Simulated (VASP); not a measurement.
# O (Fm-3m) in VASP: notebook

O is run at these levels: LDA; tasks: single point.

Everything below comes from runs of VASP 6.6.1. Logs are shortened: lines on timing, memory, paths and dates and some standing lists are left out, and cuts for length are marked.

## Step 1: The cell of the first run

Symmetry: Fm-3m, No. 225, cubic system. Conventional cell: a = 2.846 Å, b = 2.846 Å, c = 2.846 Å, α = 90.00°, β = 90.00°, γ = 90.00°. O (site symmetry m-3m) has 12 O at 2.01 Å within 2.7 Å.

## Step 2: Single point, LDA (volume scaled by 0.8)

Input file INCAR:

```
PREC = Accurate
ENCUT = 520
EDIFF = 1E-6
ISMEAR = -1
SIGMA = 0.08
LREAL = False
LASPH = True
NELM = 60
ALGO = Normal
ISIF = 2
LWAVE = False
LCHARG = False
GGA = CA
NBANDS = 9
```

Input file KPOINTS:

```
Automatic mesh
0
Gamma
  18 18 18
```

Input file POSCAR:

```
O
1.0
    0.0000000000      1.4232317644      1.4232317644
    1.4232317644      0.0000000000      1.4232317644
    1.4232317644      1.4232317644      0.0000000000
O
1
Direct
    0.0000000000      0.0000000000      0.0000000000
```

Potentials or basis: VASP PAW LDA potentials, release 64 (O).

Started as:

```
$ cat potpaw_LDA.64/O/POTCAR > POTCAR
$ mpirun -np 1 vasp_std > vasp.out
```

OUTCAR:

```text
PREC = Accurate
   ENCUT = 520
   EDIFF = 1E-6
   ISMEAR = -1
   LREAL = False
   LASPH = True
   NELM = 60
   ISIF = 2
   GGA = CA

 ion  position               nearest neighbor table
   1  0.000  0.000  0.000-

  LATTYP: Found a face centered cubic cell.
 ALAT       =     2.8464635288

  Lattice vectors:

 A1 = (   0.0000000000,   1.4232317644,   1.4232317644)
 A2 = (   1.4232317644,   0.0000000000,   1.4232317644)
 A3 = (   1.4232317644,   1.4232317644,   0.0000000000)

Analysis of symmetry for initial positions (statically):
=====================================================================
 Subroutine PRICEL returns:
 Original cell was already a primitive cell.

 Routine SETGRP: Setting up the symmetry group for a
 face centered cubic supercell.

 Subroutine GETGRP returns: Found 48 space group operations
 (whereof 48 operations were pure point group operations)
 out of a pool of 48 trial point group operations.

The static configuration has the point symmetry O_h .

Analysis of symmetry for dynamics (positions and initial velocities):
=====================================================================
 Subroutine PRICEL returns:
 Original cell was already a primitive cell.

 Routine SETGRP: Setting up the symmetry group for a
 face centered cubic supercell.

 Subroutine GETGRP returns: Found 48 space group operations
 (whereof 48 operations were pure point group operations)
 out of a pool of 48 trial point group operations.

The dynamic configuration has the point symmetry O_h .

 Subroutine INISYM returns: Found 48 space group operations
 (whereof 48 operations are pure point group operations),
 and found     1 'primitive' translations

----------------------------------------------------------------------------------------

                                     Primitive cell

  volume of cell :       5.7658

  direct lattice vectors                    reciprocal lattice vectors
     0.000000000  1.423231764  1.423231764    -0.351313126  0.351313126  0.351313126
     1.423231764  0.000000000  1.423231764     0.351313126 -0.351313126  0.351313126
     1.423231764  1.423231764  0.000000000     0.351313126  0.351313126 -0.351313126

  length of vectors
     2.012753664  2.012753664  2.012753664     0.608492183  0.608492183  0.608492183

  position of ions in fractional coordinates (direct lattice)
     0.000000000  0.000000000  0.000000000

  ion indices of the primitive-cell ions
   primitive index   ion index
                 1           1

----------------------------------------------------------------------------------------

 KPOINTS: Automatic mesh

Automatic generation of k-mesh.
 Grid dimensions read from file:
 generate k-points for:   18   18   18

 Generating k-lattice:

  Cartesian coordinates                     Fractional coordinates (reciprocal lattice)
    -0.019517396  0.019517396  0.019517396     0.055555556  0.000000000  0.000000000
     0.019517396 -0.019517396  0.019517396     0.000000000  0.055555556  0.000000000
     0.019517396  0.019517396 -0.019517396     0.000000000  0.000000000  0.055555556

  Length of vectors
     0.033805121  0.033805121  0.033805121

  Shift w.r.t. Gamma in fractional coordinates (k-lattice)
     0.000000000  0.000000000  0.000000000

 Subroutine IBZKPT returns following result:
 ===========================================

 Found    195 irreducible k-points:

 Following reciprocal coordinates:
            Coordinates               Weight
  0.000000  0.000000  0.000000      1.000000
  0.055556  0.000000  0.000000      8.000000
  0.111111  0.000000  0.000000      8.000000
  0.166667  0.000000  0.000000      8.000000
  0.222222  0.000000  0.000000      8.000000
  0.277778  0.000000  0.000000      8.000000
[... 16 lines left out ...]
 -0.277778  0.055556  0.000000     24.000000
 -0.222222  0.055556  0.000000     24.000000
 [... further k-points ...]
   k-points           NKPTS =    195   k-points in BZ     NKDIM =    195   number of bands    NBANDS=      9
   number of dos      NEDOS =    301   number of ions     NIONS =      1
   total plane-waves  NPLWV =   4096
   dimension x,y,z NGX =    16 NGY =   16 NGZ =   16
   dimension x,y,z NGXF=    32 NGYF=   32 NGZF=   32
   ions per type =               1
   NGX,Y,Z   is equivalent  to a cutoff of  13.22, 13.22, 13.22 a.u.
   NGXF,Y,Z  is equivalent  to a cutoff of  26.43, 26.43, 26.43 a.u.
 SYSTEM =  unknown system
   PREC   = accura    normal or accurate (medium, high low for compatibility)
   ISTART =      0    job   : 0-new  1-cont  2-samecut
   ICHARG =      2    charge: 1-file 2-atom 10-const
   ISPIN  =      1    spin polarized calculation?
   LNONCOLLINEAR =      F non collinear calculations
   LSORBIT =      F    spin-orbit coupling
   LASPH  =      T    aspherical Exc in radial PAW
   ENCUT  =  520.0 eV  38.22 Ry    6.18 a.u.   3.74  3.74  3.74*2*pi/ulx,y,z
   NELM   =     60;   NELMIN=  2; NELMDL= -5     # of ELM steps
   EDIFF  = 0.1E-05   stopping-criterion for ELM
   LREAL  =      F    real-space projection
   EDIFFG = 0.1E-04   stopping-criterion for IOM
   NSW    =      0    number of steps for IOM
   IBRION =     -1    ionic relax: 0-MD 1-quasi-New 2-CG
   NFREE  =      0    steps in history (QN), initial steepest desc. (CG)
   ISIF   =      2    stress and relaxation
   ISYM   =      2    0-nonsym 1-usesym 2-fastsym
   POTIM  = 0.5000    time-step for ionic-motion
   TEBEG  =    0.0;   TEEND  =   0.0 temperature during run
   PSTRESS=    0.0 pullay stress
   NELECT =       6.0000    total number of electrons
   NUPDOWN=      -1.0000    fix difference up-down
   EMIN   =  10.00;   EMAX   =-10.00  energy-range for DOS
   EFERMI =   0.00;   METHOD = LEGACY
   ISMEAR =    -1;   SIGMA  =   0.08  broadening in eV -4-tet -1-fermi 0-gaus
   EFERMI_NEDOS =   21; number of points for ismear=-14 and -15
   IALGO  =     38    algorithm
   IMIX   =      4    mixing-type and parameters
     AMIX     =   0.40;   BMIX     =  1.00
     AMIX_MAG =   1.60;   BMIX_MAG =  1.00
  volume/ion in A,a.u.               =       5.77        38.91
  Fermi-wavevector in a.u.,A,eV,Ry     =   1.658974  3.135007 37.445890  2.752195
  Thomas-Fermi vector in A             =   2.746463
   LORBIT       =      0    0 simple, 1 ext, 2 COOP (PROOUT), +10 PAW based schemes
   GGA     = CA    functional components
   LHFCALC =     F    Hartree Fock is set to
   AEXX    =    0.0000 exact exchange contribution
   IVDW    =     0    specifies the selected vdW correction
   LEPSILON=     F    determine dielectric tensor
   LRPA    =     F    only Hartree local field effects (RPA)
 non-spin polarized calculation
  energy-cutoff  :      520.00
  volume of cell :        5.77
 maximum number of plane-waves:       169
   NGX =  7   NGY =  7   NGZ =  7

 number of electron       6.0000002 magnetization

 Free energy of the ion-electron system (eV)
  ---------------------------------------------------
  ext. energy  EPLUGINS =         0.00000000
  ---------------------------------------------------
  free energy    TOTEN  =        -2.84057612 eV

  energy without entropy =       -2.82298932  energy(sigma->0) =       -2.83178272

 E-fermi :   6.4355     XC(G=0): -14.5218

 val. band max:        6.4146597747   @ k =   0.5000   0.1667   0.0556
 cond. band min:       6.4517412959   @ k =   0.2222   0.1111   0.0556
 fundamental gap:      0.0370815212
 Fermi energy:         6.4355464380

 k-point     1 :       0.0000    0.0000    0.0000
  band No.  band energies     occupation
      1     -18.7232      2.00000
      2       9.3697      0.00000
      3       9.3697      0.00000
      4       9.3697      0.00000
      5      31.5916      0.00000
      6      45.0485      0.00000
      7      45.0485      0.00000
      8      45.0485      0.00000
      9      50.5208      0.00000

 k-point     2 :       0.0556    0.0000    0.0000
  band No.  band energies     occupation
      1     -18.5936      2.00000
      2       9.0369      0.00000
      3       9.3278      0.00000
      4       9.3278      0.00000
      5      31.7285      0.00000
      6      43.4728      0.00000
      7      45.2028      0.00000
      8      45.2028      0.00000
      9      52.3696      0.00000

 k-point     3 :       0.1111    0.0000    0.0000
  band No.  band energies     occupation
      1     -18.2067      2.00000
      2       8.0770      0.00000
      3       9.2092      0.00000
      4       9.2092      0.00000
      5      32.0997      0.00000
      6      41.0025      0.00000
      7      45.5622      0.00000
      8      45.5622      0.00000
      9      54.7119      0.00000

 k-point     4 :       0.1667    0.0000    0.0000
  band No.  band energies     occupation
      1     -17.5696      2.00000
      2       6.5923      0.24711
      3       9.0322      0.00000
      4       9.0322      0.00000
      5      32.5811      0.00000
      6      38.8620      0.00000
      7      45.7723      0.00000
      8      45.7723      0.00000
      9      54.0538      0.00000
[... 205 lines left out ...]
 k-point    22 :      -0.3333    0.0556    0.0000
  band No.  band energies     occupation
      1     -13.8109      2.00000
      2      -0.1630      2.00000
      3       7.8724      0.00000
      4       8.4738      0.00000
      5      32.7541      0.00000
      6      36.0509      0.00000
      7      42.2626      0.00000
      8      43.3515      0.00000
      9      51.8734      0.00000

 k-point    23 :      -0.2778    0.0556    0.0000
  band No.  band energies     occupation
      1     -15.0990      2.00000
      2       1.9573      2.00000
      3       8.0299      0.00000
      4       8.7001      0.00000
      5      33.0753      0.00000
      6      36.2372      0.00000
      7      42.9817      0.00000
      8      44.3369      0.00000
      9      52.6666      0.00000

 k-point    24 :      -0.2222    0.0556    0.0000
  band No.  band energies     occupation
      1     -16.2453      2.00000
      2       4.0622      2.00000
      3       8.2472      0.00000
      4       8.9278      0.00000
      5      33.1249      0.00000
      6      36.8384      0.00000
      7      43.8968      0.00000
      8      45.4551      0.00000
      9      52.3401      0.00000

 [... further k-points ...]
[... 5 lines left out ...]
  --------------------------------------------------------------------------------------
  -------------------------------------------------------------------------------------
  Total        2.6266782      2.6266782      2.6266782     -0.0000000     -0.0000000      0.0000000
  in kB      729.8953199    729.8953199    729.8953199     -0.0000000     -0.0000000      0.0000000
  external PRESSURE =     729.8953199 kB  Pullay stress =       0.0000000 kB

 VOLUME and BASIS-vectors are now :
 -----------------------------------------------------------------------------
  energy-cutoff  :      520.00
  volume of cell :        5.77
      direct lattice vectors                 reciprocal lattice vectors
     0.000000000  1.423231764  1.423231764    -0.351313126  0.351313126  0.351313126
     1.423231764  0.000000000  1.423231764     0.351313126 -0.351313126  0.351313126
     1.423231764  1.423231764  0.000000000     0.351313126  0.351313126 -0.351313126

 POSITION                                       TOTAL-FORCE (eV/Angst)
 -----------------------------------------------------------------------------------
      0.00000      0.00000      0.00000        -0.000000     -0.000000      0.000000
 -----------------------------------------------------------------------------------
    total drift:                                0.000000      0.000000      0.000000

  FREE ENERGIE OF THE ION-ELECTRON SYSTEM (eV)
  ---------------------------------------------------
  free  energy   TOTEN  =        -2.8405761177 eV

  energy  without entropy=       -2.8229893210  energy(sigma->0) =       -2.83178272
```

Wall time 7.4 s (1 thread of Intel Xeon 6975P-C, shared host); peak memory 0.11 GiB.

Results:

```
Free energy            : -2.8406 eV
Pressure               : 73.0 GPa
Band gap on the k mesh : zero (band 3 reaches 9.37 eV, above the bottom of band 4 at 3.78 eV)
```

## Step 3: Single point, LDA (volume scaled by 0.9)

Input file INCAR:

```
SYSTEM = O
  PREC = Accurate
  ENCUT = 520
  EDIFF = 1E-7
  ISMEAR = -1
  SIGMA = 0.08
  LREAL = .False.
  LASPH = .True.
  NELM = 100
  ALGO = Normal
  ISIF = 2
  LWAVE = .False.
  LCHARG = .False.
  GGA = CA
  NBANDS = 9
```

Input file KPOINTS:

```
Automatic mesh
0
Gamma
  18 18 18
  0 0 0
```

Input file POSCAR:

```
O
1.0
    0.0000000000      1.4802206848      1.4802206848
    1.4802206848      0.0000000000      1.4802206848
    1.4802206848      1.4802206848      0.0000000000
O
1
Direct
    0.0000000000      0.0000000000      0.0000000000
```

Potentials or basis: VASP PAW LDA potentials, release 64 (O).

Started as:

```
$ cat potpaw_LDA.64/O/POTCAR > POTCAR
$ mpirun -np 1 vasp_std > vasp.out
```

Run time: 8.7 s. Hardware: 1 thread of Intel Xeon 6975P-C, shared host; peak memory 0.11 GiB.

It converged, with:

```yaml
Free_energy: -3.0578 eV
Pressure: 26.6 GPa
Band_gap_on_the_k_mesh: zero (band 3 reaches 7.04 eV, above the bottom of band 4 at 2.36 eV)
```

Levels at points of the mesh, in eV from the Fermi level:
| k point | band 1 | band 2 | band 3 | band 4 | band 5 | band 6 |
| --- | --- | --- | --- | --- | --- | --- |
| (0.00, 0.00, 0.00) | -23.41 | 2.50 | 2.50 | 2.50 | 22.29 | 36.97 |
| (0.50, 0.00, 0.00) | -17.24 | -8.89 | 1.44 | 1.44 | 23.86 | 27.90 |
| (0.50, 0.50, 0.00) | -15.08 | -7.48 | -1.00 | -1.00 | 17.33 | 22.29 |
